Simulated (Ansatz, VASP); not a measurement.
## BP: VASP beside Ansatz

```
B P
1.0
     0.00000    2.15542    2.15542
     2.15542    0.00000    2.15542
     2.15542    2.15542    0.00000
B P
1 1
Cartesian
  0.0000 0.0000 0.0000
  2.1554 2.1554 2.1554
```

Alike in both runs: task single point; functional PBEsol; k mesh 8 × 8 × 8; occupations gaussian, width 0.2 eV; no spin polarisation.

```csv
,VASP,Ansatz
version,VASP 6.6.1,Ansatz 0.2.0
potentials or method,"VASP PAW PBE potentials, release 64 (B, P)",plane waves
plane-wave cutoff (eV),500,420
valence electrons in the cell,8,8
```

|  | VASP | Ansatz | Ansatz less VASP |
| --- | --- | --- | --- |
| pressure (GPa) | -3.2 | -3.3 | -0.18 |

VASP's potentials were made for PBE, not for PBEsol.
